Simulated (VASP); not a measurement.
Input of a VASP 6.6.1 run:

INCAR

```
ALGO = Normal ; EDIFF = 1E-7
ENCUT = 520 ; GGA = PE
ISIF = 2 ; ISMEAR = 0
LASPH = True ; LCHARG = False
LREAL = False ; LWAVE = False
NBANDS = 11 ; NELM = 60
PREC = Accurate ; SIGMA = 0.05
```

The input KPOINTS:

```
k-points
0
Gamma
  12 12 12
```

POSCAR

```
BN
1.0
    0.0000000000      1.9809455327      1.7125836714
    1.7125836714      0.0000000000      1.7125836714
    1.7125836714      1.9809455327      0.0000000000
B N
1 1
Direct
    0.0000000000      0.0000000000      0.0000000000
    0.7500000000      0.7500000000      0.7500000000
```

Potentials or basis: VASP PAW PBE potentials, release 64 (B, N).

The run is started by

```bash
$ cat potpaw_PBE.64/B/POTCAR potpaw_PBE.64/N/POTCAR > POTCAR
$ mpirun -np 1 vasp_std > vasp.out
```

(1) Estimate the pressure.

(2) What does it give for the band gap on the k mesh?

Results:

(1) 9.8 GPa.

(2) 3.13 eV, indirect (least direct gap 7.61 eV).
